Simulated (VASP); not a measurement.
Write the native input for VASP 6.6.1 that does the following.

```yaml
Task: single point
Functional: PBE
Potentials_or_basis: VASP PAW PBE potentials, release 64 (Ga_d)
Cutoff: 520 eV
k_mesh: 8 × 8 × 7
Occupations: fermi-dirac, width 0.05 eV
Spin: no spin polarisation
Dipole_correction: no
Further_INCAR_settings: ALGO = Normal; EDIFF = 1e-06; NBANDS = 20
```

The structure of Ga lies in POSCAR:

```
Ga
1.0
    1.4500000000     -4.0650000000      0.0000000000
    1.4500000000      4.0650000000      0.0000000000
    0.0000000000      0.0000000000      3.1383000000
Ga
2
Direct
    0.1330000000      0.8670000000      0.7500000000
    0.8670000000      0.1330000000      0.2500000000
```

The input as run:

INCAR

```
ALGO = Normal
EDIFF = 1E-6
ENCUT = 520
GGA = PE
ISIF = 2
ISMEAR = -1
LASPH = True
LCHARG = False
LREAL = False
LWAVE = False
NBANDS = 20
NELM = 60
PREC = Accurate
SIGMA = 0.05
```

KPOINTS

```
k-points
0
Gamma
  8 8 7
```

Potentials or basis: VASP PAW PBE potentials, release 64 (Ga_d).

Launch:

```console
$ cat potpaw_PBE.64/Ga_d/POTCAR > POTCAR
$ mpirun -np 1 vasp_std > vasp.out
```

Results of the run:

The pressure is 2.1 GPa. The largest force is 0.261 eV/Å and the band gap on the k mesh is zero (bands 13 and 14 overlap by 8.62 eV).

It took 70 s on 1 thread of Intel Xeon 8259CL (shared host), peak memory 0.19 GiB.
